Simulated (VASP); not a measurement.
# Ni (Im-3m) in VASP: further runs

Ni is run at these levels: PBE; tasks: single point.

Program: VASP 6.6.1. These are calculated values, not measurements. Logs are shortened: lines on timing, memory, paths and dates and some standing lists are left out, and cuts for length are marked.

**1. The cell of the first run**

It takes space group Im-3m (No. 229, cubic). Conventional cell: a = 2.767 Å, b = 2.767 Å, c = 2.767 Å, α = 90.00°, β = 90.00°, γ = 90.00°. Ni (site symmetry m-3m) has 14 Ni at 2.40 to 2.77 Å within 3.2 Å.

**2. Single point, PBE, collinear spin, ferromagnetic start**

Contents of INCAR:

```
SYSTEM = Ni
ALGO = Normal
EDIFF = 1E-6
ENCUT = 520
GGA = PE
ISIF = 2
ISMEAR = -1
ISPIN = 2
LASPH = .True.
LCHARG = .False.
LMAXMIX = 4
LORBIT = 11
LREAL = .False.
LWAVE = .False.
MAGMOM = 1
NBANDS = 15
NELM = 150
NUPDOWN = 1.0
PREC = Accurate
SIGMA = 0.05
```

Contents of KPOINTS:

```
k-points
0
Gamma
  11 11 11
  0 0 0
```

Contents of POSCAR:

```
Ni
1.0
   -1.3837154700      1.3837154700      1.3837154700
    1.3837154700     -1.3837154700      1.3837154700
    1.3837154700      1.3837154700     -1.3837154700
Ni
1
Direct
    0.0000000000      0.0000000000      0.0000000000
```

Potentials or basis: VASP PAW PBE potentials, release 64 (Ni).

On the command line:

```
$ cat potpaw_PBE.64/Ni/POTCAR > POTCAR
$ mpirun -np 1 vasp_std > vasp.out
```

OUTCAR:

```text
SYSTEM = Ni
   EDIFF = 1E-6
   ENCUT = 520
   GGA = PE
   ISIF = 2
   ISMEAR = -1
   ISPIN = 2
   LASPH = .True.
   LORBIT = 11
   LREAL = .False.
   NELM = 150
   NUPDOWN = 1.0
   PREC = Accurate

 ion  position               nearest neighbor table
   1  0.000  0.000  0.000-

  LATTYP: Found a body centered cubic cell.
 ALAT       =     2.7674309400

  Lattice vectors:

 A1 = (  -1.3837154700,   1.3837154700,   1.3837154700)
 A2 = (   1.3837154700,  -1.3837154700,   1.3837154700)
 A3 = (   1.3837154700,   1.3837154700,  -1.3837154700)

Analysis of symmetry for initial positions (statically):
=====================================================================
 Subroutine PRICEL returns:
 Original cell was already a primitive cell.

 Routine SETGRP: Setting up the symmetry group for a
 body centered cubic supercell.

 Subroutine GETGRP returns: Found 48 space group operations
 (whereof 48 operations were pure point group operations)
 out of a pool of 48 trial point group operations.

The static configuration has the point symmetry O_h .

Analysis of symmetry for dynamics (positions and initial velocities):
=====================================================================
 Subroutine PRICEL returns:
 Original cell was already a primitive cell.

 Routine SETGRP: Setting up the symmetry group for a
 body centered cubic supercell.

 Subroutine GETGRP returns: Found 48 space group operations
 (whereof 48 operations were pure point group operations)
 out of a pool of 48 trial point group operations.

The dynamic configuration has the point symmetry O_h .

Analysis of structural, dynamic, and magnetic symmetry:
=====================================================================
 Subroutine PRICEL returns:
 Original cell was already a primitive cell.

 Routine SETGRP: Setting up the symmetry group for a
 body centered cubic supercell.

 Subroutine GETGRP returns: Found 48 space group operations
 (whereof 48 operations were pure point group operations)
 out of a pool of 48 trial point group operations.

The overall configuration has the point symmetry O_h .

 Subroutine INISYM returns: Found 48 space group operations
 (whereof 48 operations are pure point group operations),
 and found     1 'primitive' translations

----------------------------------------------------------------------------------------

                                     Primitive cell

  volume of cell :      10.5974

  direct lattice vectors                    reciprocal lattice vectors
    -1.383715470  1.383715470  1.383715470     0.000000000  0.361345964  0.361345964
     1.383715470 -1.383715470  1.383715470     0.361345964  0.000000000  0.361345964
     1.383715470  1.383715470 -1.383715470     0.361345964  0.361345964  0.000000000

  length of vectors
     2.396665497  2.396665497  2.396665497     0.511020363  0.511020363  0.511020363

  position of ions in fractional coordinates (direct lattice)
     0.000000000  0.000000000  0.000000000

  ion indices of the primitive-cell ions
   primitive index   ion index
                 1           1

----------------------------------------------------------------------------------------

 KPOINTS: k-points

Automatic generation of k-mesh.
 Grid dimensions read from file:
 generate k-points for:   11   11   11

 Generating k-lattice:

  Cartesian coordinates                     Fractional coordinates (reciprocal lattice)
     0.000000000  0.032849633  0.032849633     0.090909091  0.000000000  0.000000000
     0.032849633  0.000000000  0.032849633     0.000000000  0.090909091  0.000000000
     0.032849633  0.032849633  0.000000000     0.000000000  0.000000000  0.090909091

  Length of vectors
     0.046456397  0.046456397  0.046456397

  Shift w.r.t. Gamma in fractional coordinates (k-lattice)
     0.000000000  0.000000000  0.000000000

 Subroutine IBZKPT returns following result:
 ===========================================

 Found     56 irreducible k-points:

 Following reciprocal coordinates:
            Coordinates               Weight
  0.000000  0.000000  0.000000      1.000000
  0.090909  0.000000  0.000000     12.000000
  0.181818  0.000000  0.000000     12.000000
  0.272727  0.000000  0.000000     12.000000
  0.363636  0.000000  0.000000     12.000000
  0.454545  0.000000  0.000000     12.000000
[... 16 lines left out ...]
  0.272727  0.181818  0.090909     48.000000
  0.363636  0.181818  0.090909     24.000000
 [... further k-points ...]
   k-points           NKPTS =     56   k-points in BZ     NKDIM =     56   number of bands    NBANDS=     15
   number of dos      NEDOS =    301   number of ions     NIONS =      1
   total plane-waves  NPLWV =   5832
   dimension x,y,z NGX =    18 NGY =   18 NGZ =   18
   dimension x,y,z NGXF=    36 NGYF=   36 NGZF=   36
   ions per type =               1
   NGX,Y,Z   is equivalent  to a cutoff of  12.49, 12.49, 12.49 a.u.
   NGXF,Y,Z  is equivalent  to a cutoff of  24.97, 24.97, 24.97 a.u.
 SYSTEM =  Ni
   PREC   = accura    normal or accurate (medium, high low for compatibility)
   ISTART =      0    job   : 0-new  1-cont  2-samecut
   ICHARG =      2    charge: 1-file 2-atom 10-const
   ISPIN  =      2    spin polarized calculation?
   LNONCOLLINEAR =      F non collinear calculations
   LSORBIT =      F    spin-orbit coupling
   LASPH  =      T    aspherical Exc in radial PAW
   ENCUT  =  520.0 eV  38.22 Ry    6.18 a.u.   4.46  4.46  4.46*2*pi/ulx,y,z
   NELM   =    150;   NELMIN=  2; NELMDL= -5     # of ELM steps
   EDIFF  = 0.1E-05   stopping-criterion for ELM
   LREAL  =      F    real-space projection
   EDIFFG = 0.1E-04   stopping-criterion for IOM
   NSW    =      0    number of steps for IOM
   IBRION =     -1    ionic relax: 0-MD 1-quasi-New 2-CG
   NFREE  =      0    steps in history (QN), initial steepest desc. (CG)
   ISIF   =      2    stress and relaxation
   ISYM   =      2    0-nonsym 1-usesym 2-fastsym
   POTIM  = 0.5000    time-step for ionic-motion
   TEBEG  =    0.0;   TEEND  =   0.0 temperature during run
   PSTRESS=    0.0 pullay stress
   NELECT =      10.0000    total number of electrons
   NUPDOWN=       1.0000    fix difference up-down
   EMIN   =  10.00;   EMAX   =-10.00  energy-range for DOS
   EFERMI =   0.00;   METHOD = LEGACY
   ISMEAR =    -1;   SIGMA  =   0.05  broadening in eV -4-tet -1-fermi 0-gaus
   EFERMI_NEDOS =   21; number of points for ismear=-14 and -15
   IALGO  =     38    algorithm
   IMIX   =      4    mixing-type and parameters
     AMIX     =   0.40;   BMIX     =  1.00
     AMIX_MAG =   1.60;   BMIX_MAG =  1.00
  volume/ion in A,a.u.               =      10.60        71.51
  Fermi-wavevector in a.u.,A,eV,Ry     =   1.605738  3.034405 35.081190  2.578395
  Thomas-Fermi vector in A             =   2.702037
   LORBIT       =     11    0 simple, 1 ext, 2 COOP (PROOUT), +10 PAW based schemes
   GGA     = PE    functional components
   LHFCALC =     F    Hartree Fock is set to
   AEXX    =    0.0000 exact exchange contribution
   IVDW    =     0    specifies the selected vdW correction
   LEPSILON=     F    determine dielectric tensor
   LRPA    =     F    only Hartree local field effects (RPA)
 spin polarized calculation
  energy-cutoff  :      520.00
  volume of cell :       10.60
 maximum number of plane-waves:       321
 NGX is ok and might be reduce to    18
   NGX =  9   NGY =  9   NGZ =  9

 number of electron      10.0000004 magnetization       1.0000001

 Free energy of the ion-electron system (eV)
  ---------------------------------------------------
  ext. energy  EPLUGINS =         0.00000000
  ---------------------------------------------------
  free energy    TOTEN  =        -5.23950164 eV

  energy without entropy =       -5.21972861  energy(sigma->0) =       -5.22961513

 E-fermi :   9.5509     XC(G=0): -13.4255

 val. band max:       10.5364494567   @ k =  -0.4545   0.4545   0.0909
 cond. band min:       9.5569573792   @ k =  -0.2727   0.3636   0.1818
 fundamental gap:     -0.9794920774
 Fermi energy:        10.7674757827

 spin component 1

 k-point     1 :       0.0000    0.0000    0.0000
  band No.  band energies     occupation
      1       0.4706      1.00000
      2       6.9537      1.00000
      3       6.9537      1.00000
      4       6.9537      1.00000
      5       8.3401      1.00000
      6       8.3401      1.00000
      7      36.2940      0.00000
      8      36.2940      0.00000
      9      36.2940      0.00000
     10      41.3350      0.00000
     11      41.3350      0.00000
     12      42.5356      0.00000
     13      42.5356      0.00000
     14      42.5356      0.00000
     15      43.1998      0.00000
[... 397 lines left out ...]
 k-point    24 :       0.3636    0.1818    0.0909
  band No.  band energies     occupation
      1       5.4578      1.00000
      2       5.9822      1.00000
      3       6.9843      1.00000
      4       8.3972      1.00000
      5       8.5205      1.00000
      6      13.5861      0.00000
      7      16.5533      0.00000
      8      21.8533      0.00000
      9      25.1700      0.00000
     10      40.8236      0.00000
     11      45.8303      0.00000
     12      46.1225      0.00000
     13      51.8005      0.00000
     14      52.6505      0.00000
     15      54.6828      0.00000

 [... further k-points ...]

 spin component 2

 k-point     1 :       0.0000    0.0000    0.0000
  band No.  band energies     occupation
      1       0.6249      1.00000
      2       7.9839      1.00000
      3       7.9839      1.00000
      4       7.9839      1.00000
      5       9.3017      0.99320
      6       9.3017      0.99319
      7      36.3438      0.00000
      8      36.3438      0.00000
      9      36.3438      0.00000
     10      41.4454      0.00000
     11      41.4454      0.00000
     12      42.9519      0.00000
     13      42.9519      0.00000
     14      42.9519      0.00000
     15      43.5637      0.00000
[... 397 lines left out ...]
 k-point    24 :       0.3636    0.1818    0.0909
  band No.  band energies     occupation
      1       6.2039      1.00000
      2       6.8717      1.00000
      3       7.7204      1.00000
      4       9.3969      0.95605
      5       9.5114      0.68786
      6      14.1314      0.00000
      7      17.1037      0.00000
      8      22.1998      0.00000
      9      25.4742      0.00000
     10      40.9724      0.00000
     11      45.9567      0.00000
     12      46.3848      0.00000
     13      52.2634      0.00000
     14      52.7482      0.00000
     15      56.3752      0.00000

 [... further k-points ...]
[... 5 lines left out ...]
  --------------------------------------------------------------------------------------
  -------------------------------------------------------------------------------------
  Total        0.8064050      0.8064050      0.8064050     -0.0000000      0.0000000     -0.0000000
  in kB      121.9167617    121.9167617    121.9167617     -0.0000000      0.0000000     -0.0000000
  external PRESSURE =     121.9167617 kB  Pullay stress =       0.0000000 kB

 VOLUME and BASIS-vectors are now :
 -----------------------------------------------------------------------------
  energy-cutoff  :      520.00
  volume of cell :       10.60
      direct lattice vectors                 reciprocal lattice vectors
    -1.383715470  1.383715470  1.383715470     0.000000000  0.361345964  0.361345964
     1.383715470 -1.383715470  1.383715470     0.361345964  0.000000000  0.361345964
     1.383715470  1.383715470 -1.383715470     0.361345964  0.361345964  0.000000000

 POSITION                                       TOTAL-FORCE (eV/Angst)
 -----------------------------------------------------------------------------------
      0.00000      0.00000      0.00000         0.000000      0.000000      0.000000
 -----------------------------------------------------------------------------------
    total drift:                                0.000000      0.000000      0.000000

  FREE ENERGIE OF THE ION-ELECTRON SYSTEM (eV)
  ---------------------------------------------------
  free  energy   TOTEN  =        -5.2395016420 eV

  energy  without entropy=       -5.2197286126  energy(sigma->0) =       -5.22961513

 total charge

# of ion       s       p       d       tot
------------------------------------------
    1        0.517   0.540   8.293   9.350

 magnetization (x)

# of ion       s       p       d       tot
------------------------------------------
    1        0.015   0.022   0.949   0.986
```

Run time: 39 s. Hardware: 1 thread of Intel Xeon 8259CL, shared host; peak memory 0.13 GiB.

Results:

| Quantity | Value |
| --- | --- |
| Free energy | -5.2395 eV |
| Pressure | 12.2 GPa |
| Net moment | 1.00 μB per cell |
| Site moments | Ni +0.99 μB |
| Valence electrons inside the program's atomic spheres | Ni 9.35 |

Caveat: the total moment is fixed, so each spin has its own Fermi level.

**3. Single point, PBE, collinear spin, ferromagnetic start**

Contents of INCAR:

```
SYSTEM = Ni
ALGO     = Normal         ! electronic algorithm
EDIFF    = 1E-6           ! SCF threshold, eV
ENCUT    = 520            ! plane-wave cutoff, eV
GGA      = PE             ! functional
ISIF     = 2              ! what is computed and relaxed
ISMEAR   = -1             ! smearing method
ISPIN    = 2              ! spin polarisation
LASPH    = .TRUE.         ! aspherical terms in the spheres
LCHARG   = .FALSE.        ! write CHGCAR
LMAXMIX  = 4              ! l up to which the mixer works
LORBIT   = 11             ! projections on sites
LREAL    = .FALSE.        ! projectors in reciprocal space
LWAVE    = .FALSE.        ! write WAVECAR
MAGMOM   = 1.2            ! initial moments
NBANDS   = 15             ! bands
NELM     = 150            ! most SCF steps
NUPDOWN  = 1.2            ! fixed moment
PREC     = Accurate       ! precision mode
SIGMA    = 0.05           ! smearing width, eV
```

Contents of KPOINTS:

```
k-points
0
G
  11 11 11
  0 0 0
```

POSCAR is that of step 2.

Potentials or basis: VASP PAW PBE potentials, release 64 (Ni).

On the command line:

```
$ cat potpaw_PBE.64/Ni/POTCAR > POTCAR
$ mpirun -np 1 vasp_std > vasp.out
```

Wall time 37 s (1 thread of Intel Xeon 8259CL, shared host); peak memory 0.13 GiB.

It converged, with:

```
Free energy                                           : -5.0754 eV
Pressure                                              : 15.4 GPa
Net moment                                            : 1.20 μB per cell
Site moments                                          : Ni +1.17 μB
Valence electrons inside the program's atomic spheres : Ni 9.34
```

Caveat: the total moment is fixed, so each spin has its own Fermi level.

**4. Single point, PBE, collinear spin, ferromagnetic start**

Contents of INCAR:

```
ALGO     = Normal         # electronic algorithm
EDIFF    = 1E-6           # SCF threshold, eV
ENCUT    = 520            # plane-wave cutoff, eV
GGA      = PE             # functional
ISIF     = 2              # what is computed and relaxed
ISMEAR   = -1             # smearing method
ISPIN    = 2              # spin polarisation
LASPH    = True           # aspherical terms in the spheres
LCHARG   = False          # write CHGCAR
LMAXMIX  = 4              # l up to which the mixer works
LORBIT   = 11             # projections on sites
LREAL    = False          # projectors in reciprocal space
LWAVE    = False          # write WAVECAR
MAGMOM   = 1.5            # initial moments
NBANDS   = 15             # bands
NELM     = 150            # most SCF steps
NUPDOWN  = 1.5            # fixed moment
PREC     = Accurate       # precision mode
SIGMA    = 0.05           # smearing width, eV
```

Contents of KPOINTS:

```
k-points
0
Gamma
  11 11 11
```

POSCAR is that of step 3.

On the command line:

```
$ cat potpaw_PBE.64/Ni/POTCAR > POTCAR
$ mpirun -np 1 vasp_std > vasp.out
```

It took 39 s on 1 thread of Intel Xeon 8259CL, shared host; peak memory 0.13 GiB.

It converged, with:

- Free energy: -4.7082 eV
- Pressure: 21.5 GPa
- Net moment: 1.50 μB per cell
- Site moments: Ni +1.44 μB
- Valence electrons inside the program's atomic spheres: Ni 9.32

Caveat: the total moment is fixed, so each spin has its own Fermi level.

**5. The runs side by side**

```tsv
fixed moment (μB)	pressure (GPa)	moment (μB)
1.0	12.2	1.00
1.2	15.4	1.20
1.5	21.5	1.50
```

Alike in all rows: task single point; level PBE; potentials or basis VASP PAW PBE potentials, release 64 (Ni); spin collinear, ferromagnetic start; cell as given; k mesh 11 × 11 × 11; cutoff (eV) 520; smearing fermi-dirac 0.05 eV.

Caveats: the total moment is fixed, so each spin has its own Fermi level.

Absolute energies hang on the potentials; compare differences alone.
